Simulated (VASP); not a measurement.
# Al3Ni (Pnma) in VASP: notebook, part 2 of 2

VASP 6.6.1. The steps go on from the part before.

## (3) Single point, r2SCAN (13.46 Å³/atom)

This run uses another cell than the first one, of 13.46 Å³/atom.

Contents of POSCAR:

```
Al3Ni
1.0
    6.4664509375      0.0000000000      0.0000000000
    0.0000000000      7.1631737839      0.0000000000
    0.0000000000      0.0000000000      4.6486796375
Al Ni
12 4
Direct
    0.0118785747      0.2500000000      0.9148645922
    0.1720994636      0.4428284475      0.3694353040
    0.1720994636      0.0571715525      0.3694353040
    0.3279005364      0.5571715525      0.8694353040
    0.6720994636      0.4428284475      0.1305646960
    0.8279005364      0.9428284475      0.6305646960
    0.6720994636      0.0571715525      0.1305646960
    0.8279005364      0.5571715525      0.6305646960
    0.3279005364      0.9428284475      0.8694353040
    0.5118785747      0.2500000000      0.5851354078
    0.9881214253      0.7500000000      0.0851354078
    0.4881214253      0.7500000000      0.4148645922
    0.8713310747      0.2500000000      0.4425154496
    0.3713310747      0.2500000000      0.0574845504
    0.1286689253      0.7500000000      0.5574845504
    0.6286689253      0.7500000000      0.9425154496
```

Contents of INCAR.step1:

```
SYSTEM = Al3Ni
PREC = Accurate ; ENCUT = 520
ISMEAR = 0 ; SIGMA = 0.1
LREAL = Auto ; LASPH = .TRUE.
NELM = 80 ; NBANDS = 52
GGA = PE ; ALGO = Normal
EDIFF = 1E-4 ; LWAVE = .TRUE.
LCHARG = .FALSE.
```

Contents of INCAR.step2:

```
SYSTEM = Al3Ni
PREC = Accurate ; ENCUT = 520
EDIFF = 1E-7 ; ISMEAR = 0
SIGMA = 0.1 ; LREAL = Auto
LASPH = .TRUE. ; NELM = 80
ALGO = Normal ; ISIF = 2
LWAVE = .FALSE. ; LCHARG = .FALSE.
METAGGA = R2SCAN ; LMIXTAU = .TRUE.
NBANDS = 52 ; ISTART = 1
```

Contents of KPOINTS:

```
Automatic mesh
0
G
  6 6 8
  0 0 0
```

Potentials or basis: VASP PAW PBE potentials, release 64 (Al, Ni).

On the command line:

```
> cat potpaw_PBE.64/Al/POTCAR potpaw_PBE.64/Ni/POTCAR > POTCAR
> cp INCAR.step1 INCAR
> mpirun -np 1 vasp_std > vasp.out
> cp INCAR.step2 INCAR
> mpirun -np 1 vasp_std > vasp.out
```

OUTCAR:

```text
SYSTEM = Al3Ni
   PREC = Accurate
   ENCUT = 520
   EDIFF = 1E-7
   ISMEAR = 0
   LREAL = Auto
   LASPH = .TRUE.
   NELM = 80
   ISIF = 2
   METAGGA = R2SCAN
   ISTART = 1

 ion  position               nearest neighbor table
   1  0.012  0.250  0.915-  13 2.38  14 2.42  13 2.62   2 2.73   3 2.73   5 2.78   7 2.78   6 2.83
                             8 2.83   4 3.01   9 3.01   2 3.07   3 3.07
   2  0.172  0.443  0.369-  14 2.38  15 2.38  13 2.41   4 2.66   4 2.66   8 2.66   1 2.73   3 2.76
                            10 2.78  11 2.83  12 3.01   1 3.07
   3  0.172  0.057  0.369-  14 2.38  15 2.38  13 2.41   9 2.66   9 2.66   6 2.66   1 2.73   2 2.76
                            10 2.78  11 2.83  12 3.01   1 3.07
   4  0.328  0.557  0.869-  15 2.38  14 2.38  16 2.41   2 2.66   2 2.66   5 2.66  12 2.73   9 2.76
                            11 2.78  10 2.83   1 3.01  12 3.07
   5  0.672  0.443  0.131-  13 2.38  16 2.38  14 2.41   8 2.66   8 2.66   4 2.66  10 2.73   7 2.76
                             1 2.78  12 2.83  11 3.01  10 3.07
   6  0.828  0.943  0.631-  16 2.38  13 2.38  15 2.41   7 2.66   7 2.66   3 2.66  11 2.73   8 2.76
                            12 2.78   1 2.83  10 3.01  11 3.07
   7  0.672  0.057  0.131-  13 2.38  16 2.38  14 2.41   6 2.66   6 2.66   9 2.66  10 2.73   5 2.76
                             1 2.78  12 2.83  11 3.01  10 3.07
   8  0.828  0.557  0.631-  16 2.38  13 2.38  15 2.41   5 2.66   5 2.66   2 2.66  11 2.73   6 2.76
                            12 2.78   1 2.83  10 3.01  11 3.07
   9  0.328  0.943  0.869-  15 2.38  14 2.38  16 2.41   3 2.66   3 2.66   7 2.66  12 2.73   4 2.76
                            11 2.78  10 2.83   1 3.01  12 3.07
  10  0.512  0.250  0.585-  14 2.38  13 2.42  14 2.62   7 2.73   5 2.73   3 2.78   2 2.78   9 2.83
                             4 2.83   6 3.01   8 3.01   7 3.07   5 3.07
  11  0.988  0.750  0.085-  15 2.38  16 2.42  15 2.62   8 2.73   6 2.73   9 2.78   4 2.78   3 2.83
                             2 2.83   7 3.01   5 3.01   8 3.07   6 3.07
  12  0.488  0.750  0.415-  16 2.38  15 2.42  16 2.62   4 2.73   9 2.73   8 2.78   6 2.78   5 2.83
                             7 2.83   2 3.01   3 3.01   4 3.07   9 3.07
  13  0.871  0.250  0.443-   1 2.38   5 2.38   7 2.38   6 2.38   8 2.38   2 2.41   3 2.41  10 2.42
                             1 2.62
  14  0.371  0.250  0.057-  10 2.38   3 2.38   2 2.38   9 2.38   4 2.38   5 2.41   7 2.41   1 2.42
                            10 2.62
  15  0.129  0.750  0.557-  11 2.38   9 2.38   4 2.38   3 2.38   2 2.38   6 2.41   8 2.41  12 2.42
                            11 2.62
  16  0.629  0.750  0.943-  12 2.38   8 2.38   6 2.38   5 2.38   7 2.38   9 2.41   4 2.41  11 2.42
                            12 2.62

  LATTYP: Found a simple orthorhombic cell.
 ALAT       =     4.6486796375
 B/A-ratio  =     1.3910295916
 C/A-ratio  =     1.5409050187

  Lattice vectors:

 A1 = (   0.0000000000,   0.0000000000,   4.6486796375)
 A2 = (   6.4664509375,   0.0000000000,   0.0000000000)
 A3 = (   0.0000000000,   7.1631737839,   0.0000000000)

Analysis of symmetry for initial positions (statically):
=====================================================================
 Subroutine PRICEL returns:
 Original cell was already a primitive cell.

 Routine SETGRP: Setting up the symmetry group for a
 simple orthorhombic supercell.

 Subroutine GETGRP returns: Found  8 space group operations
 (whereof  2 operations were pure point group operations)
 out of a pool of  8 trial point group operations.

The static configuration has the point symmetry S_2 .
 The point group associated with its full space group is D_2h.

Analysis of symmetry for dynamics (positions and initial velocities):
=====================================================================
 Subroutine PRICEL returns:
[... 124 lines left out ...]
   dimension x,y,z NGXF=    96 NGYF=  108 NGZF=   72
   ions per type =              12   4
   NGX,Y,Z   is equivalent  to a cutoff of  12.34, 12.53, 12.87 a.u.
   NGXF,Y,Z  is equivalent  to a cutoff of  24.68, 25.07, 25.75 a.u.
 SYSTEM =  Al3Ni
   PREC   = accura    normal or accurate (medium, high low for compatibility)
   ISTART =      1    job   : 0-new  1-cont  2-samecut
   ICHARG =      0    charge: 1-file 2-atom 10-const
   ISPIN  =      1    spin polarized calculation?
   LNONCOLLINEAR =      F non collinear calculations
   LSORBIT =      F    spin-orbit coupling
   LASPH  =      T    aspherical Exc in radial PAW
   ENCUT  =  520.0 eV  38.22 Ry    6.18 a.u.  12.02 13.32  8.64*2*pi/ulx,y,z
   NELM   =     80;   NELMIN=  2; NELMDL=  0     # of ELM steps
   EDIFF  = 0.1E-06   stopping-criterion for ELM
   LREAL  =      T    real-space projection
   EDIFFG = 0.1E-05   stopping-criterion for IOM
   NSW    =      0    number of steps for IOM
   IBRION =     -1    ionic relax: 0-MD 1-quasi-New 2-CG
   NFREE  =      0    steps in history (QN), initial steepest desc. (CG)
   ISIF   =      2    stress and relaxation
   ISYM   =      2    0-nonsym 1-usesym 2-fastsym
   POTIM  = 0.5000    time-step for ionic-motion
   TEBEG  =    0.0;   TEEND  =   0.0 temperature during run
   PSTRESS=    0.0 pullay stress
   NELECT =      76.0000    total number of electrons
   NUPDOWN=      -1.0000    fix difference up-down
   EMIN   =  10.00;   EMAX   =-10.00  energy-range for DOS
   EFERMI =   0.00;   METHOD = LEGACY
   ISMEAR =     0;   SIGMA  =   0.10  broadening in eV -4-tet -1-fermi 0-gaus
   EFERMI_NEDOS =   21; number of points for ismear=-14 and -15
   IALGO  =     38    algorithm
   IMIX   =      4    mixing-type and parameters
     AMIX     =   0.40;   BMIX     =  1.00
     AMIX_MAG =   1.60;   BMIX_MAG =  1.00
  volume/ion in A,a.u.               =      13.46        90.82
  Fermi-wavevector in a.u.,A,eV,Ry     =   1.156944  2.186307 18.211662  1.338519
  Thomas-Fermi vector in A             =   2.293560
   LORBIT       =      0    0 simple, 1 ext, 2 COOP (PROOUT), +10 PAW based schemes
   METAGGA = R2SCAN    functional components
   LHFCALC =     F    Hartree Fock is set to
   AEXX    =    0.0000 exact exchange contribution
   IVDW    =     0    specifies the selected vdW correction
   LEPSILON=     F    determine dielectric tensor
   LRPA    =     F    only Hartree local field effects (RPA)
 non-spin polarized calculation
 Gauss-broadening in eV      SIGMA  =   0.10
  energy-cutoff  :      520.00
  volume of cell :      215.33
 maximum number of plane-waves:      5840
   NGX = 25   NGY = 27   NGZ = 17

 number of electron      76.0000004 magnetization

 Free energy of the ion-electron system (eV)
  ---------------------------------------------------
  ext. energy  EPLUGINS =         0.00000000
  ---------------------------------------------------
  free energy    TOTEN  =      -135.00411112 eV

  energy without entropy =     -134.98924778  energy(sigma->0) =     -134.99667945

 E-fermi :   9.3949     XC(G=0): -12.0057

 val. band max:        9.3800255955   @ k =   0.0000   0.1667   0.1250
 cond. band min:       9.4023032832   @ k =   0.5000   0.0000   0.2500
 fundamental gap:      0.0222776878
 Fermi energy:         9.3949108802

 k-point     1 :       0.0000    0.0000    0.0000
  band No.  band energies     occupation
      1      -2.7456      2.00000
      2       0.2136      2.00000
      3       0.3205      2.00000
      4       0.8541      2.00000
      5       0.9980      2.00000
      6       3.4000      2.00000
[... 1261 lines left out ...]
     49      13.4206      0.00000
     50      13.4206      0.00000

 [... further k-points ...]

 [bands above 50 left out]

------------------------ aborting loop because EDIFF is reached ----------------------------------------

  FORCE on cell =-STRESS in cart. coord.  units (eV):
  Direction    XX          YY          ZZ          XY          YZ          ZX
  --------------------------------------------------------------------------------------
  -------------------------------------------------------------------------------------
  Total       11.3109117     11.4177371     11.4339886      0.0000000      0.0000000      0.0000000
  in kB       84.1602664     84.9551146     85.0760357      0.0000000      0.0000000      0.0000000
  external PRESSURE =      84.7304723 kB  Pullay stress =       0.0000000 kB

 VOLUME and BASIS-vectors are now :
 -----------------------------------------------------------------------------
  energy-cutoff  :      520.00
  volume of cell :      215.33
      direct lattice vectors                 reciprocal lattice vectors
     6.466450938  0.000000000  0.000000000     0.154644334  0.000000000  0.000000000
     0.000000000  7.163173784  0.000000000     0.000000000  0.139602923  0.000000000
     0.000000000  0.000000000  4.648679637     0.000000000  0.000000000  0.215114845

 POSITION                                       TOTAL-FORCE (eV/Angst)
 -----------------------------------------------------------------------------------
      0.07681      1.79079      4.25291        -0.002175      0.000000     -0.005171
      1.11287      3.17206      1.71739        -0.000130      0.003483      0.001983
      1.11287      0.40953      1.71739        -0.000130     -0.003483      0.001983
      2.12035      3.99112      4.04173         0.000130     -0.003483      0.001983
      4.34610      3.17206      0.60695        -0.000130      0.003483     -0.001983
      5.35358      6.75364      2.93129         0.000130      0.003483     -0.001983
[... 8 lines left out ...]
      0.83203      5.37238      2.59157        -0.003221      0.000000      0.008189
      4.06526      5.37238      4.38145        -0.003221      0.000000     -0.008189
 -----------------------------------------------------------------------------------
    total drift:                               -0.000000      0.000000      0.000000

  FREE ENERGIE OF THE ION-ELECTRON SYSTEM (eV)
  ---------------------------------------------------
  free  energy   TOTEN  =      -135.0041111238 eV

  energy  without entropy=     -134.9892477771  energy(sigma->0) =     -134.99667945
```

Wall time 2.3 h (1 thread of Oxide Virtual Turin-like, shared host); peak memory 0.64 GiB.

Results:

```
Free energy            : -135.0041 eV
Pressure               : 8.5 GPa
Largest force          : 0.009 eV/Å
Band gap on the k mesh : zero (bands 38 and 39 overlap by 2.03 eV)
```

Forces in eV/Å, atoms in the order of the input:
```
Al  -0.002  0.000 -0.005
Al   0.000  0.003  0.002
Al   0.000 -0.003  0.002
Al   0.000 -0.003  0.002
Al   0.000  0.003 -0.002
Al   0.000  0.003 -0.002
Al   0.000 -0.003 -0.002
Al   0.000 -0.003 -0.002
Al   0.000  0.003  0.002
Al  -0.002  0.000  0.005
Al   0.002  0.000  0.005
Al   0.002  0.000 -0.005
Ni   0.003  0.000 -0.008
Ni   0.003  0.000  0.008
Ni  -0.003  0.000  0.008
Ni  -0.003  0.000 -0.008
```

Caveat: the cell stands under pressure; the PAW data sets were made with another functional, which shifts forces and pressure a little. Spin polarisation is off, so any magnetic state and its effect on volume and gap are missing.
